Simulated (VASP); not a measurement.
Runs of VASP 6.6.1 on HfH2. The structure is that of space group I4/mmm (No. 139), or close to it. The cells are those of the table. 

```csv
cell,gap on the mesh (eV),pressure (GPa)
"a = 3.316 Å, angles 116.7, 116.7, 95.8°, 3 atoms",none,-10.8
"a = 3.301 Å, angles 116.4, 116.4, 96.3°, 3 atoms",none,(a)
"a = 3.272 Å, angles 115.8, 115.8, 97.4°, 3 atoms",none,(b)
"a = 3.351 Å, angles 116.1, 116.1, 96.9°, 3 atoms",none,-15.3
"a = 3.309 Å, angles 116.1, 116.1, 96.9°, 3 atoms",none,-11.0
```

Alike in all rows: task electric field gradients; level LDA; potentials or basis VASP PAW LDA potentials, release 64 (Hf_pv, H); no spin polarisation; k mesh 12 × 12 × 12; cutoff (eV) 520; smearing fermi-dirac 0.03 eV.

Problem. Estimate the missing entries.

Solution. (a) -9.7; (b) -7.3.

Caveats: spin-orbit coupling is left out, which moves the levels of the heavy elements.

A k mesh can miss the band edges, and the runs leave out spin-orbit coupling on Hf.

A gap of «none» marks levels without a gap at the run's occupations.
